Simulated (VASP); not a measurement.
Crystal: TiO2.

```
CELL_PARAMETERS angstrom
-4.35076 4.35076 1.88756
4.35076 -4.35076 1.88756
4.35076 4.35076 -1.88756
ATOMIC_POSITIONS crystal
Ti 0.29228 0.99714 0.28943
Ti 0.00286 0.29228 0.29514
Ti 0.99714 0.70772 0.70486
Ti 0.70772 0.00286 0.71057
O 0.49886 0.84922 0.34808
O 0.16166 0.15960 0.32126
O 0.15078 0.49886 0.64965
O 0.15960 0.83834 0.99794
O 0.84040 0.16166 0.00206
O 0.84922 0.50114 0.35035
O 0.83834 0.84040 0.67874
O 0.50114 0.15078 0.65192
```

Base run:

```yaml
Program: VASP 6.6.1
Functional: PBE
Potentials_or_basis: VASP PAW PBE potentials, release 64 (Ti_sv, O)
Cutoff: 520 eV
k_mesh: 8 × 8 × 8
Occupations: fermi-dirac, width 0.05 eV
Spin: no spin polarisation
```

Its results: band gap on the k mesh 1.62 eV (least direct gap 2.31 eV); pressure 3.8 GPa; largest force 0.111 eV/Å.

Problem. The run is repeated on the same cell with these changes: functional from PBE to revPBE; further incar settings from ALGO = Normal; EDIFF = 1e-06; NBANDS = 60 to ALGO = Normal; EDIFF = 1e-07; NBANDS = 60. What comes out?

Solution. Band gap on the k mesh 1.66 eV (least direct gap 2.34 eV); pressure 6.9 GPa; largest force 0.136 eV/Å.

Caveats: the cell stands under pressure; the PAW data sets were made with another functional, which shifts forces and pressure a little (at least some runs).

A k mesh can miss the band edges.
